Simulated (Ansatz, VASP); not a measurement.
This is a calculation of Ge for Ansatz 0.2.0.

input.yaml

```yaml
crystal:
  lattice:
    - [-2.574489719, 2.574489719, 1.3834385168]
    - [2.574489719, -2.574489719, 1.3834385168]
    - [2.574489719, 2.574489719, -1.3834385168]
  atoms:
    - { symbol: Ge, position: [0.5, 0.5, 0.0] }
    - { symbol: Ge, position: [0.25, 0.75, 0.5] }
hamiltonian:
  xc: pbesol
  pseudopotentials: { kind: paw }
kpoints:
  mp_grid: { grid: [9, 9, 9] }
scf:
  occupations: { method: fermi_dirac, width: 0.05 }
output:
  forces: true
  stress: true
  eigenvalues: true
```

Potentials or basis: Ansatz PAW.

The run is started by

```sh
$ ansatz run input.yaml --threads 2 --pin off --max-ram 5632MiB --backend cpu --events-out ev --progress --plain --runs-dir out
```

Set up the same calculation for VASP 6.6.1. Potentials there: VASP PAW PBE potentials, release 64 (Ge_d).

As run (the cutoff follows the program's own potentials):

Contents of INCAR:

```
  ALGO = Normal
  EDIFF = 1E-7
  ENCUT = 520
  GGA = PS
  ISIF = 2
  ISMEAR = -1
  LASPH = True
  LCHARG = False
  LREAL = False
  LWAVE = False
  NBANDS = 21
  NELM = 60
  PREC = Accurate
  SIGMA = 0.05
```

KPOINTS

```
k-points
0
Gamma
  9 9 9
```

Contents of POSCAR:

```
Ge
1.0
   -2.5744897190      2.5744897190      1.3834385168
    2.5744897190     -2.5744897190      1.3834385168
    2.5744897190      2.5744897190     -1.3834385168
Ge
2
Direct
    0.5000000000      0.5000000000      0.0000000000
    0.2500000000      0.7500000000      0.5000000000
```

Potentials or basis: VASP PAW PBE potentials, release 64 (Ge_d).

Run with:

```console
$ cat potpaw_PBE.64/Ge_d/POTCAR > POTCAR
$ mpirun -np 1 vasp_std > vasp.out
```

Both were run:

|  | VASP | Ansatz | Ansatz less VASP |
| --- | --- | --- | --- |
| gap on the k mesh at the Fermi level (eV) | none | none | - |
| pressure (GPa) | 0.0 | 0.0 | -0.02 |
| traceless stress, the component that is largest in VASP (GPa) | 0.92 | 0.90 | -0.016 |

VASP's potentials were made for PBE, not for PBEsol. A gap of «none» marks a metal or a gap that the smearing closes.
